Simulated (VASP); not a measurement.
# Zn (Fm-3m) in VASP: single point with PBE

Aim: the single point of Zn with PBE.

Program: VASP 6.6.1. These are calculated values, not measurements. Logs are shortened: lines on timing, memory, paths and dates and some standing lists are left out, and cuts for length are marked.

## (1) The cell of the first run

It takes space group Fm-3m (No. 225, cubic). The conventional cell has a = 4.000 Å, b = 4.000 Å, c = 4.000 Å, α = 90.00°, β = 90.00°, γ = 90.00°. Zn (site symmetry m-3m) has 12 Zn at 2.83 Å within 3.7 Å.

This isn't the form of Zn at room conditions, which is hcp.

## (2) Single point, PBE (Cd replaced by Zn, lengths x 0.908, strained)

File INCAR:

```
  PREC = Accurate
  ENCUT = 520
  EDIFF = 1E-7
  ISMEAR = 0
  SIGMA = 0.1
  LREAL = F
  LASPH = T
  NELM = 100
  ALGO = Normal
  ISIF = 2
  LWAVE = F
  LCHARG = F
  GGA = PE
  NBANDS = 12
```

File KPOINTS:

```
regular mesh
0
Gamma
  18 18 18
```

File POSCAR:

```
Zn
1.0
    0.0000000000      2.0001716195      2.0001716195
    2.0001716195      0.0000000000      2.0001716195
    2.0001716195      2.0001716195      0.0000000000
Zn
1
Direct
    0.0000000000      0.0000000000      0.0000000000
```

Potentials or basis: VASP PAW PBE potentials, release 64 (Zn).

The run is started by

```
$ cat potpaw_PBE.64/Zn/POTCAR > POTCAR
$ mpirun -np 1 vasp_std > vasp.out
```

OUTCAR:

```text
PREC = Accurate
   ENCUT = 520
   EDIFF = 1E-7
   ISMEAR = 0
   LREAL = F
   LASPH = T
   NELM = 100
   ISIF = 2
   GGA = PE

 ion  position               nearest neighbor table
   1  0.000  0.000  0.000-

  LATTYP: Found a face centered cubic cell.
 ALAT       =     4.0003432390

  Lattice vectors:

 A1 = (   0.0000000000,   2.0001716195,   2.0001716195)
 A2 = (   2.0001716195,   0.0000000000,   2.0001716195)
 A3 = (   2.0001716195,   2.0001716195,   0.0000000000)

Analysis of symmetry for initial positions (statically):
=====================================================================
 Subroutine PRICEL returns:
 Original cell was already a primitive cell.

 Routine SETGRP: Setting up the symmetry group for a
 face centered cubic supercell.

 Subroutine GETGRP returns: Found 48 space group operations
 (whereof 48 operations were pure point group operations)
 out of a pool of 48 trial point group operations.

The static configuration has the point symmetry O_h .

Analysis of symmetry for dynamics (positions and initial velocities):
=====================================================================
 Subroutine PRICEL returns:
 Original cell was already a primitive cell.

 Routine SETGRP: Setting up the symmetry group for a
 face centered cubic supercell.

 Subroutine GETGRP returns: Found 48 space group operations
 (whereof 48 operations were pure point group operations)
 out of a pool of 48 trial point group operations.

The dynamic configuration has the point symmetry O_h .

 Subroutine INISYM returns: Found 48 space group operations
 (whereof 48 operations are pure point group operations),
 and found     1 'primitive' translations

----------------------------------------------------------------------------------------

                                     Primitive cell

  volume of cell :      16.0041

  direct lattice vectors                    reciprocal lattice vectors
     0.000000000  2.000171620  2.000171620    -0.249978549  0.249978549  0.249978549
     2.000171620  0.000000000  2.000171620     0.249978549 -0.249978549  0.249978549
     2.000171620  2.000171620  0.000000000     0.249978549  0.249978549 -0.249978549

  length of vectors
     2.828669831  2.828669831  2.828669831     0.432975548  0.432975548  0.432975548

  position of ions in fractional coordinates (direct lattice)
     0.000000000  0.000000000  0.000000000

  ion indices of the primitive-cell ions
[... 81 lines left out ...]
   ISYM   =      2    0-nonsym 1-usesym 2-fastsym
   POTIM  = 0.5000    time-step for ionic-motion
   TEBEG  =    0.0;   TEEND  =   0.0 temperature during run
   PSTRESS=    0.0 pullay stress
   NELECT =      12.0000    total number of electrons
   NUPDOWN=      -1.0000    fix difference up-down
   EMIN   =  10.00;   EMAX   =-10.00  energy-range for DOS
   EFERMI =   0.00;   METHOD = LEGACY
   ISMEAR =     0;   SIGMA  =   0.10  broadening in eV -4-tet -1-fermi 0-gaus
   EFERMI_NEDOS =   21; number of points for ismear=-14 and -15
   IALGO  =     38    algorithm
   IMIX   =      4    mixing-type and parameters
     AMIX     =   0.40;   BMIX     =  1.00
     AMIX_MAG =   1.60;   BMIX_MAG =  1.00
  volume/ion in A,a.u.               =      16.00       108.00
  Fermi-wavevector in a.u.,A,eV,Ry     =   1.487275  2.810542 30.095915  2.211987
  Thomas-Fermi vector in A             =   2.600456
   LORBIT       =      0    0 simple, 1 ext, 2 COOP (PROOUT), +10 PAW based schemes
   GGA     = PE    functional components
   LHFCALC =     F    Hartree Fock is set to
   AEXX    =    0.0000 exact exchange contribution
   IVDW    =     0    specifies the selected vdW correction
   LEPSILON=     F    determine dielectric tensor
   LRPA    =     F    only Hartree local field effects (RPA)
 non-spin polarized calculation
 Gauss-broadening in eV      SIGMA  =   0.10
  energy-cutoff  :      520.00
  volume of cell :       16.00
 maximum number of plane-waves:       444
 NGX is ok and might be reduce to    24
   NGX = 11   NGY = 11   NGZ = 11

 number of electron      11.9999990 magnetization

 Free energy of the ion-electron system (eV)
  ---------------------------------------------------
  ext. energy  EPLUGINS =         0.00000000
  ---------------------------------------------------
  free energy    TOTEN  =        -1.07781210 eV

  energy without entropy =       -1.07652430  energy(sigma->0) =       -1.07716820

 E-fermi :   2.6556     XC(G=0): -11.2990

 val. band max:        2.5369389266   @ k =  -0.2778   0.3889   0.1667
 cond. band min:       2.7005994534   @ k =  -0.3889   0.4444   0.0556
 fundamental gap:      0.1636605269
 Fermi energy:         2.6555717773

 k-point     1 :       0.0000    0.0000    0.0000
  band No.  band energies     occupation
      1      -7.2226      2.00000
      2      -4.7727      2.00000
      3      -4.7727      2.00000
      4      -4.7727      2.00000
      5      -4.4301      2.00000
      6      -4.4301      2.00000
      7      20.2464      0.00000
      8      20.2464      0.00000
      9      20.2464      0.00000
     10      21.2045      0.00000
     11      23.1015      0.00000
     12      23.1015      0.00000
[... 331 lines left out ...]
 k-point    24 :      -0.2222    0.0556    0.0000
  band No.  band energies     occupation
      1      -5.7112      2.00000
      2      -4.7385      2.00000
      3      -4.6848      2.00000
      4      -4.6411      2.00000
      5      -4.4359      2.00000
      6      -4.2835      2.00000
      7      10.2258      0.00000
      8      16.1852      0.00000
      9      19.3786      0.00000
     10      20.9606      0.00000
     11      23.0312      0.00000
     12      23.5860      0.00000

 [... further k-points ...]

------------------------ aborting loop because EDIFF is reached ----------------------------------------

  FORCE on cell =-STRESS in cart. coord.  units (eV):
  Direction    XX          YY          ZZ          XY          YZ          ZX
  --------------------------------------------------------------------------------------
  -------------------------------------------------------------------------------------
  Total       -0.2988369     -0.2988369     -0.2988369     -0.0000000     -0.0000000     -0.0000000
  in kB      -29.9166538    -29.9166538    -29.9166538     -0.0000000     -0.0000000     -0.0000000
  external PRESSURE =     -29.9166538 kB  Pullay stress =       0.0000000 kB

 VOLUME and BASIS-vectors are now :
 -----------------------------------------------------------------------------
  energy-cutoff  :      520.00
  volume of cell :       16.00
      direct lattice vectors                 reciprocal lattice vectors
     0.000000000  2.000171620  2.000171620    -0.249978549  0.249978549  0.249978549
     2.000171620  0.000000000  2.000171620     0.249978549 -0.249978549  0.249978549
     2.000171620  2.000171620  0.000000000     0.249978549  0.249978549 -0.249978549

 POSITION                                       TOTAL-FORCE (eV/Angst)
 -----------------------------------------------------------------------------------
      0.00000      0.00000      0.00000        -0.000000      0.000000      0.000000
 -----------------------------------------------------------------------------------
    total drift:                                0.000000      0.000000     -0.000000

  FREE ENERGIE OF THE ION-ELECTRON SYSTEM (eV)
  ---------------------------------------------------
  free  energy   TOTEN  =        -1.0778120974 eV

  energy  without entropy=       -1.0765243001  energy(sigma->0) =       -1.07716820
```

stdout:

```text
POSCAR found type information on POSCAR Zn
 POSCAR found :  1 types and       1 ions
 scaLAPACK will be used
 LDA part: xc-table for (Slater+PW92), standard interpolation
 POSCAR, INCAR and KPOINTS ok, starting setup
 FFT: planning ... GRIDC
 FFT: planning ... GRID_SOFT
 FFT: planning ... GRID
 WAVECAR not read
 entering main loop
```

Run time: 53 s. Hardware: 1 thread of Intel Xeon 8259CL, shared host; peak memory 0.16 GiB.

What came out:

| Property | Result |
| --- | --- |
| Free energy | -1.0778 eV |
| Pressure | -3.0 GPa |
| Band gap on the k mesh | zero (bands 6 and 7 overlap by 3.10 eV) |

Levels at points of the mesh, in eV from the Fermi level:
```csv
k point,band 3,band 4,band 5,band 6,band 7,band 8,band 9,band 10
"(0.00, 0.00, 0.00)",-7.43,-7.43,-7.09,-7.09,17.59,17.59,17.59,18.55
"(0.50, 0.00, 0.00)",-7.43,-6.83,-6.83,-2.62,-1.41,14.69,14.69,17.13
"(0.50, 0.50, 0.00)",-6.84,-6.76,-6.76,-0.80,1.59,8.22,8.22,11.80
```

Caveat: the cell differs from its parent crystal (Cd replaced by Zn, lengths x 0.908, strained).
